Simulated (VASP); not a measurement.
# Zr (P6_3/mmc) in VASP: single point with PBEsol

Aim: the single point of Zr with PBEsol.

Everything below comes from runs of VASP 6.6.1. Logs are shortened: lines on timing, memory, paths and dates and some standing lists are left out, and cuts for length are marked.

### Step 1. The cell of the first run

It takes space group P6_3/mmc (No. 194, hexagonal). The conventional cell has a = 3.184 Å, b = 3.184 Å, c = 5.118 Å, α = 90.00°, β = 90.00°, γ = 120.00°. Zr (site symmetry -6m2) has 12 Zr at 3.15 to 3.18 Å within 4.1 Å.

### Step 2. Single point, PBEsol

INCAR reads:

```
PREC = Accurate
ENCUT = 500
EDIFF = 1E-6
ISMEAR = 0
SIGMA = 0.1
LREAL = False
LASPH = True
NELM = 120
ALGO = Normal
ISIF = 2
LWAVE = False
LCHARG = True
GGA = PS
LELF = True
LVHAR = True
NBANDS = 19
GGA_COMPAT = False
```

KPOINTS reads:

```
regular mesh
0
Gamma
  15 15 8
```

POSCAR reads:

```
Zr
1.0
    3.1839134948      0.0000000000      0.0000000000
   -1.5919567474      2.7573499700      0.0000000000
    0.0000000000      0.0000000000      5.1178120227
Zr
2
Direct
    0.3333333333      0.6666666667      0.2500000000
    0.6666666667      0.3333333333      0.7500000000
```

Potentials or basis: VASP PAW PBE potentials, release 64 (Zr_sv).

Run with:

```bash
cat potpaw_PBE.64/Zr_sv/POTCAR > POTCAR
mpirun -np 1 vasp_std > vasp.out
```

OUTCAR:

```text
PREC = Accurate
   ENCUT = 500
   EDIFF = 1E-6
   ISMEAR = 0
   LREAL = False
   LASPH = True
   NELM = 120
   ISIF = 2
   GGA = PS

 ion  position               nearest neighbor table
   1  0.333  0.667  0.250-   2 3.15   2 3.15   2 3.15   2 3.15   2 3.15   2 3.15
   2  0.667  0.333  0.750-   1 3.15   1 3.15   1 3.15   1 3.15   1 3.15   1 3.15

  LATTYP: Found a hexagonal cell.
 ALAT       =     3.1839134948
 C/A-ratio  =     1.6073966931

  Lattice vectors:

 A1 = (   3.1839134948,   0.0000000000,   0.0000000000)
 A2 = (  -1.5919567474,   2.7573499700,   0.0000000000)
 A3 = (   0.0000000000,   0.0000000000,   5.1178120227)

Analysis of symmetry for initial positions (statically):
=====================================================================
 Subroutine PRICEL returns:
 Original cell was already a primitive cell.

 Routine SETGRP: Setting up the symmetry group for a
 hexagonal supercell.

 Subroutine GETGRP returns: Found 24 space group operations
 (whereof 12 operations were pure point group operations)
 out of a pool of 24 trial point group operations.

The static configuration has the point symmetry D_3d.
 The point group associated with its full space group is D_6h.

Analysis of symmetry for dynamics (positions and initial velocities):
=====================================================================
 Subroutine PRICEL returns:
 Original cell was already a primitive cell.

 Routine SETGRP: Setting up the symmetry group for a
 hexagonal supercell.

 Subroutine GETGRP returns: Found 24 space group operations
 (whereof 12 operations were pure point group operations)
 out of a pool of 24 trial point group operations.

The dynamic configuration has the point symmetry D_3d.
 The point group associated with its full space group is D_6h.

 Subroutine INISYM returns: Found 24 space group operations
 (whereof 12 operations are pure point group operations),
 and found     1 'primitive' translations

----------------------------------------------------------------------------------------

                                     Primitive cell

  volume of cell :      44.9301

  direct lattice vectors                    reciprocal lattice vectors
     3.183913495  0.000000000  0.000000000     0.314078885  0.181333529  0.000000000
    -1.591956747  2.757349970  0.000000000     0.000000000  0.362667057  0.000000000
     0.000000000  0.000000000  5.117812023     0.000000000  0.000000000  0.195396000

  length of vectors
     3.183913495  3.183913495  5.117812023     0.362667057  0.362667057  0.195396000

  position of ions in fractional coordinates (direct lattice)
     0.333333333  0.666666667  0.250000000
     0.666666667  0.333333333  0.750000000

  ion indices of the primitive-cell ions
   primitive index   ion index
                 1           1
                 2           2

----------------------------------------------------------------------------------------

 KPOINTS: regular mesh

Automatic generation of k-mesh.
 Grid dimensions read from file:
 generate k-points for:   15   15    8

 Generating k-lattice:

  Cartesian coordinates                     Fractional coordinates (reciprocal lattice)
     0.020938592  0.012088902  0.000000000     0.066666667  0.000000000  0.000000000
     0.000000000  0.024177804  0.000000000     0.000000000  0.066666667  0.000000000
     0.000000000  0.000000000  0.024424500     0.000000000  0.000000000  0.125000000

  Length of vectors
     0.024177804  0.024177804  0.024424500

  Shift w.r.t. Gamma in fractional coordinates (k-lattice)
     0.000000000  0.000000000  0.000000000

 Subroutine IBZKPT returns following result:
 ===========================================

 Found    135 irreducible k-points:

 Following reciprocal coordinates:
            Coordinates               Weight
  0.000000  0.000000  0.000000      1.000000
  0.066667  0.000000  0.000000      6.000000
  0.133333  0.000000  0.000000      6.000000
  0.200000  0.000000  0.000000      6.000000
  0.266667  0.000000  0.000000      6.000000
  0.333333  0.000000  0.000000      6.000000
[... 16 lines left out ...]
  0.333333  0.200000  0.000000     12.000000
  0.400000  0.200000  0.000000      6.000000
 [... further k-points ...]
   k-points           NKPTS =    135   k-points in BZ     NKDIM =    135   number of bands    NBANDS=     19
   number of dos      NEDOS =    301   number of ions     NIONS =      2
   total plane-waves  NPLWV =  23040
   dimension x,y,z NGX =    24 NGY =   24 NGZ =   40
   dimension x,y,z NGXF=    48 NGYF=   48 NGZF=   80
   ions per type =               2
   NGX,Y,Z   is equivalent  to a cutoff of  12.53, 12.53, 12.99 a.u.
   NGXF,Y,Z  is equivalent  to a cutoff of  25.06, 25.06, 25.99 a.u.
 SYSTEM =  unknown system
   PREC   = accura    normal or accurate (medium, high low for compatibility)
   ISTART =      0    job   : 0-new  1-cont  2-samecut
   ICHARG =      2    charge: 1-file 2-atom 10-const
   ISPIN  =      1    spin polarized calculation?
   LNONCOLLINEAR =      F non collinear calculations
   LSORBIT =      F    spin-orbit coupling
   LASPH  =      T    aspherical Exc in radial PAW
   ENCUT  =  500.0 eV  36.75 Ry    6.06 a.u.   5.81  5.81  9.33*2*pi/ulx,y,z
   NELM   =    120;   NELMIN=  2; NELMDL= -5     # of ELM steps
   EDIFF  = 0.1E-05   stopping-criterion for ELM
   LREAL  =      F    real-space projection
   EDIFFG = 0.1E-04   stopping-criterion for IOM
   NSW    =      0    number of steps for IOM
   IBRION =     -1    ionic relax: 0-MD 1-quasi-New 2-CG
   NFREE  =      0    steps in history (QN), initial steepest desc. (CG)
   ISIF   =      2    stress and relaxation
   ISYM   =      2    0-nonsym 1-usesym 2-fastsym
   POTIM  = 0.5000    time-step for ionic-motion
   TEBEG  =    0.0;   TEEND  =   0.0 temperature during run
   PSTRESS=    0.0 pullay stress
   NELECT =      24.0000    total number of electrons
   NUPDOWN=      -1.0000    fix difference up-down
   EMIN   =  10.00;   EMAX   =-10.00  energy-range for DOS
   EFERMI =   0.00;   METHOD = LEGACY
   ISMEAR =     0;   SIGMA  =   0.10  broadening in eV -4-tet -1-fermi 0-gaus
   EFERMI_NEDOS =   21; number of points for ismear=-14 and -15
   IALGO  =     38    algorithm
   IMIX   =      4    mixing-type and parameters
     AMIX     =   0.40;   BMIX     =  1.00
     AMIX_MAG =   1.60;   BMIX_MAG =  1.00
  volume/ion in A,a.u.               =      22.47       151.60
  Fermi-wavevector in a.u.,A,eV,Ry     =   1.328310  2.510142 24.006218  1.764407
  Thomas-Fermi vector in A             =   2.457557
   LORBIT       =      0    0 simple, 1 ext, 2 COOP (PROOUT), +10 PAW based schemes
   GGA     = PS    functional components
   LHFCALC =     F    Hartree Fock is set to
   AEXX    =    0.0000 exact exchange contribution
   IVDW    =     0    specifies the selected vdW correction
   LEPSILON=     F    determine dielectric tensor
   LRPA    =     F    only Hartree local field effects (RPA)
 non-spin polarized calculation
 Gauss-broadening in eV      SIGMA  =   0.10
  energy-cutoff  :      500.00
  volume of cell :       44.93
 maximum number of plane-waves:      1170
 NGX is ok and might be reduce to    24
   NGX = 11   NGY = 11   NGZ = 19

 number of electron      24.0000000 magnetization

 Free energy of the ion-electron system (eV)
  ---------------------------------------------------
  ext. energy  EPLUGINS =         0.00000000
  ---------------------------------------------------
  free energy    TOTEN  =       -18.16757120 eV

  energy without entropy =      -18.15734790  energy(sigma->0) =      -18.16245955

 E-fermi :   9.2841     XC(G=0): -11.3664

 val. band max:        9.2717914157   @ k =   0.1333   0.0000   0.3750
 cond. band min:       9.2842157548   @ k =   0.3333   0.3333   0.5000
 fundamental gap:      0.0124243391
 Fermi energy:         9.2840876449

 k-point     1 :       0.0000    0.0000    0.0000
  band No.  band energies     occupation
      1     -39.3986      2.00000
      2     -39.2237      2.00000
      3     -18.0095      2.00000
      4     -17.0268      2.00000
      5     -17.0268      2.00000
      6     -16.8897      2.00000
[... 11 lines left out ...]
     18      11.5303      0.00000
     19      13.8941      0.00000

 k-point     2 :       0.0667    0.0000    0.0000
  band No.  band energies     occupation
      1     -39.3925      2.00000
      2     -39.2210      2.00000
      3     -17.9941      2.00000
      4     -17.0623      2.00000
      5     -17.0383      2.00000
      6     -16.9119      2.00000
[... 11 lines left out ...]
     18      11.4123      0.00000
     19      13.9815      0.00000

 k-point     3 :       0.1333    0.0000    0.0000
  band No.  band energies     occupation
      1     -39.3753      2.00000
      2     -39.2136      2.00000
      3     -17.9493      2.00000
      4     -17.1626      2.00000
      5     -17.0699      2.00000
      6     -17.0140      2.00000
[... 11 lines left out ...]
     18      11.3082      0.00000
     19      14.1815      0.00000

 k-point     4 :       0.2000    0.0000    0.0000
  band No.  band energies     occupation
      1     -39.3491      2.00000
      2     -39.2032      2.00000
      3     -17.8790      2.00000
      4     -17.3098      2.00000
      5     -17.1593      2.00000
      6     -17.1146      2.00000
[... 407 lines left out ...]
     18      14.3148      0.00000
     19      15.0724      0.00000

 k-point    23 :       0.3333    0.2000    0.0000
  band No.  band energies     occupation
      1     -39.2282      2.00000
      2     -39.1811      2.00000
      3     -17.7269      2.00000
      4     -17.5729      2.00000
      5     -17.4868      2.00000
      6     -17.3824      2.00000
[... 11 lines left out ...]
     18      14.2875      0.00000
     19      15.8030      0.00000

 k-point    24 :       0.4000    0.2000    0.0000
  band No.  band energies     occupation
      1     -39.2188      2.00000
      2     -39.1833      2.00000
      3     -17.7514      2.00000
      4     -17.5680      2.00000
      5     -17.4455      2.00000
      6     -17.4167      2.00000
[... 11 lines left out ...]
     18      14.2774      0.00000
     19      16.0038      0.00000

 [... further k-points ...]

------------------------ aborting loop because EDIFF is reached ----------------------------------------

  FORCE on cell =-STRESS in cart. coord.  units (eV):
  Direction    XX          YY          ZZ          XY          YZ          ZX
  --------------------------------------------------------------------------------------
  -------------------------------------------------------------------------------------
  Total        0.0123658      0.0123658      0.0156923      0.0000000      0.0000000      0.0000000
  in kB        0.4409549      0.4409549      0.5595762      0.0000000      0.0000000      0.0000000
  external PRESSURE =       0.4804953 kB  Pullay stress =       0.0000000 kB

 VOLUME and BASIS-vectors are now :
 -----------------------------------------------------------------------------
  energy-cutoff  :      500.00
  volume of cell :       44.93
      direct lattice vectors                 reciprocal lattice vectors
     3.183913495  0.000000000  0.000000000     0.314078885  0.181333529  0.000000000
    -1.591956747  2.757349970  0.000000000     0.000000000  0.362667057  0.000000000
     0.000000000  0.000000000  5.117812023     0.000000000  0.000000000  0.195396000

 POSITION                                       TOTAL-FORCE (eV/Angst)
 -----------------------------------------------------------------------------------
     -0.00000      1.83823      1.27945        -0.000000     -0.000000      0.000000
      1.59196      0.91912      3.83836         0.000000      0.000000      0.000000
 -----------------------------------------------------------------------------------
    total drift:                               -0.000000      0.000000     -0.000000

  FREE ENERGIE OF THE ION-ELECTRON SYSTEM (eV)
  ---------------------------------------------------
  free  energy   TOTEN  =       -18.1675711960 eV

  energy  without entropy=      -18.1573479020  energy(sigma->0) =      -18.16245955
```

Wall time 94 s (1 thread of AMD EPYC 7R13, shared host); peak memory 0.22 GiB.

Results:

| Quantity | Value |
| --- | --- |
| Free energy | -18.1676 eV |
| Pressure | 0.0 GPa |
| Band gap on the k mesh | zero (bands 12 and 13 overlap by 1.31 eV) |

Caveat: the PAW data sets were made with another functional, which shifts forces and pressure a little.
